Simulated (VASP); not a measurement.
# PbS (Galena) (Fm-3m) in VASP: further runs

The runs below take PbS (Galena) through single point, with PBEsol.

All numbers are computed with VASP 6.6.1; they aren't measurements. Logs are shortened: lines on timing, memory, paths and dates and some standing lists are left out, and cuts for length are marked.

### Step 1. The cell of the first run

It takes space group Fm-3m (No. 225, cubic). Conventional cell: a = 5.810 Å, b = 5.810 Å, c = 5.810 Å, α = 90.00°, β = 90.00°, γ = 90.00°. Within 3.8 Å of Pb (site symmetry m-3m) lie 6 S at 2.91 Å. S (site symmetry m-3m) has 6 Pb at 2.91 Å within 3.8 Å.

### Step 2. Single point, PBEsol

The input, INCAR:

```
PREC     = Accurate       # precision mode
ENCUT    = 520            # plane-wave cutoff, eV
EDIFF    = 1E-7           # SCF threshold, eV
ISMEAR   = 0              # smearing method
SIGMA    = 0.01           # smearing width, eV
LREAL    = False          # projectors in reciprocal space
LASPH    = True           # aspherical terms in the spheres
NELM     = 60             # most SCF steps
ALGO     = Normal         # electronic algorithm
ISIF     = 2              # what is computed and relaxed
LWAVE    = False          # write WAVECAR
LCHARG   = False          # write CHGCAR
GGA      = PS             # functional
NBANDS   = 17             # bands
```

The input, KPOINTS:

```
regular mesh
0
Gamma
  6 6 6
```

The input, POSCAR:

```
PbS
1.0
    0.0000000000      2.9052075019      2.9052075019
    2.9052075019      0.0000000000      2.9052075019
    2.9052075019      2.9052075019      0.0000000000
Pb S
1 1
Direct
    0.0000000000      0.0000000000      0.0000000000
    0.5000000000      0.5000000000      0.5000000000
```

Potentials or basis: VASP PAW PBE potentials, release 64 (Pb_d, S).

The run is started by

```
> cat potpaw_PBE.64/Pb_d/POTCAR potpaw_PBE.64/S/POTCAR > POTCAR
> mpirun -np 1 vasp_std > vasp.out
```

OUTCAR:

```text
PREC = Accurate
   ENCUT = 520
   EDIFF = 1E-7
   ISMEAR = 0
   LREAL = False
   LASPH = True
   NELM = 60
   ISIF = 2
   GGA = PS

 ion  position               nearest neighbor table
   1  0.000  0.000  0.000-   2 2.91   2 2.91   2 2.91   2 2.91   2 2.91   2 2.91
   2  0.500  0.500  0.500-   1 2.91   1 2.91   1 2.91   1 2.91   1 2.91   1 2.91

  LATTYP: Found a face centered cubic cell.
 ALAT       =     5.8104150038

  Lattice vectors:

 A1 = (   0.0000000000,   2.9052075019,   2.9052075019)
 A2 = (   2.9052075019,   0.0000000000,   2.9052075019)
 A3 = (   2.9052075019,   2.9052075019,   0.0000000000)

Analysis of symmetry for initial positions (statically):
=====================================================================
 Subroutine PRICEL returns:
 Original cell was already a primitive cell.

 Routine SETGRP: Setting up the symmetry group for a
 face centered cubic supercell.

 Subroutine GETGRP returns: Found 48 space group operations
 (whereof 48 operations were pure point group operations)
 out of a pool of 48 trial point group operations.

The static configuration has the point symmetry O_h .

Analysis of symmetry for dynamics (positions and initial velocities):
=====================================================================
 Subroutine PRICEL returns:
 Original cell was already a primitive cell.

 Routine SETGRP: Setting up the symmetry group for a
 face centered cubic supercell.

 Subroutine GETGRP returns: Found 48 space group operations
 (whereof 48 operations were pure point group operations)
 out of a pool of 48 trial point group operations.

The dynamic configuration has the point symmetry O_h .

 Subroutine INISYM returns: Found 48 space group operations
 (whereof 48 operations are pure point group operations),
 and found     1 'primitive' translations

----------------------------------------------------------------------------------------

                                     Primitive cell

  volume of cell :      49.0412

  direct lattice vectors                    reciprocal lattice vectors
     0.000000000  2.905207502  2.905207502    -0.172104746  0.172104746  0.172104746
     2.905207502  0.000000000  2.905207502     0.172104746 -0.172104746  0.172104746
     2.905207502  2.905207502  0.000000000     0.172104746  0.172104746 -0.172104746

  length of vectors
     4.108583851  4.108583851  4.108583851     0.298094165  0.298094165  0.298094165

  position of ions in fractional coordinates (direct lattice)
     0.000000000  0.000000000  0.000000000
     0.500000000  0.500000000  0.500000000

  ion indices of the primitive-cell ions
   primitive index   ion index
                 1           1
                 2           2

----------------------------------------------------------------------------------------

 KPOINTS: regular mesh

Automatic generation of k-mesh.
 Grid dimensions read from file:
 generate k-points for:    6    6    6

 Generating k-lattice:

  Cartesian coordinates                     Fractional coordinates (reciprocal lattice)
    -0.028684124  0.028684124  0.028684124     0.166666667  0.000000000  0.000000000
     0.028684124 -0.028684124  0.028684124     0.000000000  0.166666667  0.000000000
     0.028684124  0.028684124 -0.028684124     0.000000000  0.000000000  0.166666667

  Length of vectors
     0.049682361  0.049682361  0.049682361

  Shift w.r.t. Gamma in fractional coordinates (k-lattice)
     0.000000000  0.000000000  0.000000000

 Subroutine IBZKPT returns following result:
 ===========================================

 Found     16 irreducible k-points:

 Following reciprocal coordinates:
            Coordinates               Weight
  0.000000  0.000000  0.000000      1.000000
  0.166667  0.000000  0.000000      8.000000
  0.333333  0.000000  0.000000      8.000000
  0.500000  0.000000  0.000000      4.000000
  0.166667  0.166667  0.000000      6.000000
  0.333333  0.166667  0.000000     24.000000
[... 8 lines left out ...]
 -0.333333  0.333333  0.166667     24.000000
 -0.333333  0.500000  0.166667     12.000000
   k-points           NKPTS =     16   k-points in BZ     NKDIM =     16   number of bands    NBANDS=     17
   number of dos      NEDOS =    301   number of ions     NIONS =      2
   total plane-waves  NPLWV =  32768
   dimension x,y,z NGX =    32 NGY =   32 NGZ =   32
   dimension x,y,z NGXF=    64 NGYF=   64 NGZF=   64
   ions per type =               1   1
   NGX,Y,Z   is equivalent  to a cutoff of  12.95, 12.95, 12.95 a.u.
   NGXF,Y,Z  is equivalent  to a cutoff of  25.90, 25.90, 25.90 a.u.
 SYSTEM =  unknown system
   PREC   = accura    normal or accurate (medium, high low for compatibility)
   ISTART =      0    job   : 0-new  1-cont  2-samecut
   ICHARG =      2    charge: 1-file 2-atom 10-const
   ISPIN  =      1    spin polarized calculation?
   LNONCOLLINEAR =      F non collinear calculations
   LSORBIT =      F    spin-orbit coupling
   LASPH  =      T    aspherical Exc in radial PAW
   ENCUT  =  520.0 eV  38.22 Ry    6.18 a.u.   7.64  7.64  7.64*2*pi/ulx,y,z
   NELM   =     60;   NELMIN=  2; NELMDL= -5     # of ELM steps
   EDIFF  = 0.1E-06   stopping-criterion for ELM
   LREAL  =      F    real-space projection
   EDIFFG = 0.1E-05   stopping-criterion for IOM
   NSW    =      0    number of steps for IOM
   IBRION =     -1    ionic relax: 0-MD 1-quasi-New 2-CG
   NFREE  =      0    steps in history (QN), initial steepest desc. (CG)
   ISIF   =      2    stress and relaxation
   ISYM   =      2    0-nonsym 1-usesym 2-fastsym
   POTIM  = 0.5000    time-step for ionic-motion
   TEBEG  =    0.0;   TEEND  =   0.0 temperature during run
   PSTRESS=    0.0 pullay stress
   NELECT =      20.0000    total number of electrons
   NUPDOWN=      -1.0000    fix difference up-down
   EMIN   =  10.00;   EMAX   =-10.00  energy-range for DOS
   EFERMI =   0.00;   METHOD = LEGACY
   ISMEAR =     0;   SIGMA  =   0.01  broadening in eV -4-tet -1-fermi 0-gaus
   EFERMI_NEDOS =   21; number of points for ismear=-14 and -15
   IALGO  =     38    algorithm
   IMIX   =      4    mixing-type and parameters
     AMIX     =   0.40;   BMIX     =  1.00
     AMIX_MAG =   1.60;   BMIX_MAG =  1.00
  volume/ion in A,a.u.               =      24.52       165.47
  Fermi-wavevector in a.u.,A,eV,Ry     =   1.214034  2.294192 20.053350  1.473880
  Thomas-Fermi vector in A             =   2.349467
   LORBIT       =      0    0 simple, 1 ext, 2 COOP (PROOUT), +10 PAW based schemes
   GGA     = PS    functional components
   LHFCALC =     F    Hartree Fock is set to
   AEXX    =    0.0000 exact exchange contribution
   IVDW    =     0    specifies the selected vdW correction
   LEPSILON=     F    determine dielectric tensor
   LRPA    =     F    only Hartree local field effects (RPA)
 non-spin polarized calculation
 Gauss-broadening in eV      SIGMA  =   0.01
  energy-cutoff  :      520.00
  volume of cell :       49.04
 maximum number of plane-waves:      1363
 NGX is ok and might be reduce to    32
   NGX = 15   NGY = 15   NGZ = 15

 number of electron      20.0000001 magnetization

 Free energy of the ion-electron system (eV)
  ---------------------------------------------------
  ext. energy  EPLUGINS =         0.00000000
  ---------------------------------------------------
  free energy    TOTEN  =        -9.43719716 eV

  energy without entropy =       -9.43701830  energy(sigma->0) =       -9.43710773

 E-fermi :   6.6082     XC(G=0): -10.1829

 val. band max:        6.6042278386   @ k =   0.5000   0.0000   0.0000
 cond. band min:       6.6121157214   @ k =   0.5000   0.0000   0.0000
 fundamental gap:      0.0078878828
 Fermi energy:         6.6081717800

 k-point     1 :       0.0000    0.0000    0.0000
  band No.  band energies     occupation
      1     -10.3337      2.00000
      2     -10.3337      2.00000
      3     -10.3337      2.00000
      4     -10.3229      2.00000
      5     -10.3229      2.00000
      6      -7.6680      2.00000
[... 9 lines left out ...]
     16      13.0075      0.00000
     17      14.7766      0.00000

 k-point     2 :       0.1667    0.0000    0.0000
  band No.  band energies     occupation
      1     -10.3361      2.00000
      2     -10.3361      2.00000
      3     -10.3327      2.00000
      4     -10.3160      2.00000
      5     -10.3160      2.00000
      6      -7.4072      2.00000
[... 9 lines left out ...]
     16      13.6575      0.00000
     17      16.8588      0.00000

 k-point     3 :       0.3333    0.0000    0.0000
  band No.  band energies     occupation
      1     -10.3561      2.00000
      2     -10.3561      2.00000
      3     -10.3321      2.00000
      4     -10.2870      2.00000
      5     -10.2870      2.00000
      6      -6.7330      2.00000
[... 9 lines left out ...]
     16      15.1039      0.00000
     17      18.9893      0.00000

 k-point     4 :       0.5000    0.0000    0.0000
  band No.  band energies     occupation
      1     -10.3662      2.00000
      2     -10.3662      2.00000
      3     -10.3323      2.00000
      4     -10.2721      2.00000
      5     -10.2721      2.00000
      6      -6.2399      2.00000
[... 9 lines left out ...]
     16      16.5057      0.00000
     17      17.1265      0.00000

 k-point     5 :       0.1667    0.1667    0.0000
  band No.  band energies     occupation
      1     -10.3567      2.00000
      2     -10.3422      2.00000
      3     -10.3147      2.00000
      4     -10.3147      2.00000
      5     -10.3145      2.00000
      6      -7.3091      2.00000
[... 9 lines left out ...]
     16      15.0107      0.00000
     17      15.9106      0.00000

 k-point     6 :       0.3333    0.1667    0.0000
  band No.  band energies     occupation
      1     -10.3935      2.00000
      2     -10.3408      2.00000
      3     -10.3276      2.00000
      4     -10.2980      2.00000
      5     -10.2830      2.00000
      6      -6.7470      2.00000
[... 9 lines left out ...]
     16      16.0663      0.00000
     17      18.1027      0.00000

 k-point     7 :       0.5000    0.1667    0.0000
  band No.  band energies     occupation
      1     -10.4059      2.00000
      2     -10.3456      2.00000
      3     -10.3269      2.00000
      4     -10.2897      2.00000
      5     -10.2694      2.00000
      6      -6.1166      2.00000
[... 9 lines left out ...]
     16      16.7931      0.00000
     17      17.3444      0.00000

 k-point     8 :      -0.3333    0.1667    0.0000
  band No.  band energies     occupation
      1     -10.3846      2.00000
      2     -10.3524      2.00000
      3     -10.3221      2.00000
      4     -10.2885      2.00000
      5     -10.2857      2.00000
      6      -6.2957      2.00000
[... 9 lines left out ...]
     16      16.5347      0.00000
     17      17.7602      0.00000

 k-point     9 :      -0.1667    0.1667    0.0000
  band No.  band energies     occupation
      1     -10.3502      2.00000
      2     -10.3445      2.00000
      3     -10.3303      2.00000
      4     -10.3122      2.00000
      5     -10.2960      2.00000
      6      -6.9918      2.00000
[... 9 lines left out ...]
     16      15.5835      0.00000
     17      16.4282      0.00000

 k-point    10 :       0.3333    0.3333    0.0000
  band No.  band energies     occupation
      1     -10.4705      2.00000
      2     -10.3595      2.00000
      3     -10.2978      2.00000
      4     -10.2749      2.00000
      5     -10.2749      2.00000
      6      -6.3428      2.00000
[... 9 lines left out ...]
     16      17.6455      0.00000
     17      17.9645      0.00000

 k-point    11 :       0.5000    0.3333    0.0000
  band No.  band energies     occupation
      1     -10.4973      2.00000
      2     -10.3525      2.00000
      3     -10.3060      2.00000
      4     -10.2700      2.00000
      5     -10.2615      2.00000
      6      -5.8373      2.00000
[... 9 lines left out ...]
     16      17.9847      0.00000
     17      18.3971      0.00000

 k-point    12 :      -0.3333    0.3333    0.0000
  band No.  band energies     occupation
      1     -10.4534      2.00000
      2     -10.3281      2.00000
      3     -10.3223      2.00000
      4     -10.2912      2.00000
      5     -10.2724      2.00000
      6      -5.7996      2.00000
[... 9 lines left out ...]
     16      16.8583      0.00000
     17      18.5391      0.00000

 k-point    13 :       0.5000    0.5000    0.0000
  band No.  band energies     occupation
      1     -10.5436      2.00000
      2     -10.3681      2.00000
      3     -10.2893      2.00000
      4     -10.2541      2.00000
      5     -10.2541      2.00000
      6      -5.6754      2.00000
[... 9 lines left out ...]
     16      18.7448      0.00000
     17      18.7448      0.00000

 k-point    14 :       0.5000    0.3333    0.1667
  band No.  band energies     occupation
      1     -10.4361      2.00000
      2     -10.3359      2.00000
      3     -10.3287      2.00000
      4     -10.2836      2.00000
      5     -10.2758      2.00000
      6      -6.1658      2.00000
[... 9 lines left out ...]
     16      17.1336      0.00000
     17      17.5459      0.00000

 k-point    15 :      -0.3333    0.3333    0.1667
  band No.  band energies     occupation
      1     -10.4516      2.00000
      2     -10.3349      2.00000
      3     -10.3112      2.00000
      4     -10.3058      2.00000
      5     -10.2638      2.00000
      6      -5.7988      2.00000
[... 9 lines left out ...]
     16      17.8787      0.00000
     17      18.3264      0.00000

 k-point    16 :      -0.3333    0.5000    0.1667
  band No.  band energies     occupation
      1     -10.4994      2.00000
      2     -10.3411      2.00000
      3     -10.3120      2.00000
      4     -10.2841      2.00000
      5     -10.2541      2.00000
      6      -5.6475      2.00000
[... 9 lines left out ...]
     16      18.5145      0.00000
     17      18.7295      0.00000

------------------------ aborting loop because EDIFF is reached ----------------------------------------

  FORCE on cell =-STRESS in cart. coord.  units (eV):
  Direction    XX          YY          ZZ          XY          YZ          ZX
  --------------------------------------------------------------------------------------
  -------------------------------------------------------------------------------------
  Total        0.8928006      0.8928006      0.8928006     -0.0000000     -0.0000000      0.0000000
  in kB       29.1677949     29.1677949     29.1677949     -0.0000000     -0.0000000      0.0000000
  external PRESSURE =      29.1677949 kB  Pullay stress =       0.0000000 kB

 VOLUME and BASIS-vectors are now :
 -----------------------------------------------------------------------------
  energy-cutoff  :      520.00
  volume of cell :       49.04
      direct lattice vectors                 reciprocal lattice vectors
     0.000000000  2.905207502  2.905207502    -0.172104746  0.172104746  0.172104746
     2.905207502  0.000000000  2.905207502     0.172104746 -0.172104746  0.172104746
     2.905207502  2.905207502  0.000000000     0.172104746  0.172104746 -0.172104746

 POSITION                                       TOTAL-FORCE (eV/Angst)
 -----------------------------------------------------------------------------------
      0.00000      0.00000      0.00000         0.000000     -0.000000     -0.000000
      2.90521      2.90521      2.90521        -0.000000      0.000000      0.000000
 -----------------------------------------------------------------------------------
    total drift:                                0.000000     -0.000000     -0.000000

  FREE ENERGIE OF THE ION-ELECTRON SYSTEM (eV)
  ---------------------------------------------------
  free  energy   TOTEN  =        -9.4371971602 eV

  energy  without entropy=       -9.4370183023  energy(sigma->0) =       -9.43710773
```

It took 6.4 s on 1 thread of Intel Xeon 6975P-C (Granite Rapids), shared host; peak memory 0.17 GiB.

What came out:

| Quantity | Value |
| --- | --- |
| Free energy | -9.4372 eV |
| Pressure | 2.9 GPa |
| Band gap on the k mesh | 0.01 eV, direct |

Caveat: the PAW data sets were made with another functional, which shifts forces and pressure a little; spin-orbit coupling is left out, which moves the levels of the heavy elements. A k mesh can miss the band edges.

### Step 3. Single point, PBEsol

This run uses another cell than the first one, of 25.04 Å³/atom, 1.021 times its volume.

The input, INCAR:

```
  PREC = Accurate
  ENCUT = 520
  EDIFF = 1E-7
  ISMEAR = 0
  SIGMA = 0.01
  LREAL = F
  LASPH = T
  NELM = 60
  ALGO = Normal
  ISIF = 2
  LWAVE = F
  LCHARG = F
  GGA = PS
  NBANDS = 17
```

The input, KPOINTS:

```
Automatic mesh
0
Gamma
  6 6 6
```

The input, POSCAR:

```
PbS
1.0
    0.0000000000      2.9256673838      2.9256673838
    2.9256673838      0.0000000000      2.9256673838
    2.9256673838      2.9256673838      0.0000000000
Pb S
1 1
Direct
    0.0000000000      0.0000000000      0.0000000000
    0.5000000000      0.5000000000      0.5000000000
```

Potentials or basis: VASP PAW PBE potentials, release 64 (Pb_d, S).

The run is started by

```
> cat potpaw_PBE.64/Pb_d/POTCAR potpaw_PBE.64/S/POTCAR > POTCAR
> mpirun -np 1 vasp_std > vasp.out
```

It took 5.5 s on 1 thread of Intel Xeon 6975P-C (Granite Rapids), shared host; peak memory 0.17 GiB.

It converged, with:

```yaml
Free_energy: -9.4527 eV
Pressure: 1.6 GPa
Band_gap_on_the_k_mesh: 0.10 eV, direct
```

Levels at points of the mesh, in eV from the valence-band top:
```csv
k point,band 6,band 7,band 8,band 9,band 10,band 11,band 12,band 13,band 14,band 15
"(0.00, 0.00, 0.00)",-14.04,-6.03,-2.43,-2.43,-2.43,5.23,5.23,5.23,6.49,6.49
"(0.50, 0.00, 0.00)",-12.66,-9.20,-2.00,-2.00,0.00,0.10,1.75,1.75,8.49,9.97
"(0.50, 0.50, 0.00)",-12.14,-7.35,-5.67,-3.79,-3.79,3.49,5.61,5.75,5.75,11.16
```

Caveat: the PAW data sets were made with another functional, which shifts forces and pressure a little; spin-orbit coupling is left out, which moves the levels of the heavy elements. A k mesh can miss the band edges.

(Part 1 of 2 ends here.)
